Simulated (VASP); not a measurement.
Set up this calculation in VASP 6.6.1, as the native input.

```
Task                   : single point
Functional             : r2SCAN
Potentials or basis    : VASP PAW PBE potentials, release 64 (Tl_d)
Cutoff                 : 520 eV
k mesh                 : 16 × 16 × 16
Occupations            : gaussian, width 0.1 eV
Spin                   : no spin polarisation
Dipole correction      : no
Further INCAR settings : ALGO = Normal; EDIFF = 1e-07; NBANDS = 12
```

Tl:

```xyz
1
Lattice="-1.9730 1.9730 1.9310 1.9730 -1.9730 1.9310 1.9730 1.9730 -1.9310" Properties=species:S:1:pos:R:3 pbc="T T T"
Tl    0.0000    0.0000    0.0000
```

One way to write it, as run:

POSCAR

```
Tl
1.0
   -1.9729751310      1.9729751310      1.9309861379
    1.9729751310     -1.9729751310      1.9309861379
    1.9729751310      1.9729751310     -1.9309861379
Tl
1
Direct
    0.0000000000      0.0000000000      0.0000000000
```

INCAR.step1

```
SYSTEM = Tl
  ALGO = Normal
  EDIFF = 1E-4
  ENCUT = 520
  GGA = PE
  ISMEAR = 0
  LASPH = .True.
  LCHARG = .False.
  LREAL = .False.
  LWAVE = .True.
  NBANDS = 12
  NELM = 80
  PREC = Accurate
  SIGMA = 0.1
```

INCAR.step2

```
SYSTEM = Tl
  ALGO = Normal
  EDIFF = 1E-7
  ENCUT = 520
  ISIF = 2
  ISMEAR = 0
  ISTART = 1
  LASPH = .True.
  LCHARG = .False.
  LMIXTAU = .True.
  LREAL = .False.
  LWAVE = .False.
  METAGGA = R2SCAN
  NBANDS = 12
  NELM = 80
  PREC = Accurate
  SIGMA = 0.1
```

KPOINTS

```
k-points
0
Gamma
  16 16 16
  0 0 0
```

Potentials or basis: VASP PAW PBE potentials, release 64 (Tl_d).

Run with:

```console
$ cat potpaw_PBE.64/Tl_d/POTCAR > POTCAR
$ cp INCAR.step1 INCAR
$ mpirun -np 1 vasp_std > vasp.out
$ cp INCAR.step2 INCAR
$ mpirun -np 1 vasp_std > vasp.out
```

It gave:

```
Pressure               : 0.0 GPa
Band gap on the k mesh : zero (an odd number of electrons rules out a gap without spin polarisation)
```

Caveat: the PAW data sets were made with another functional, which shifts forces and pressure a little; spin-orbit coupling is left out, which moves the levels of the heavy elements.

It took 11 min on 1 thread of Intel Xeon 8259CL (shared host), peak memory 0.26 GiB.
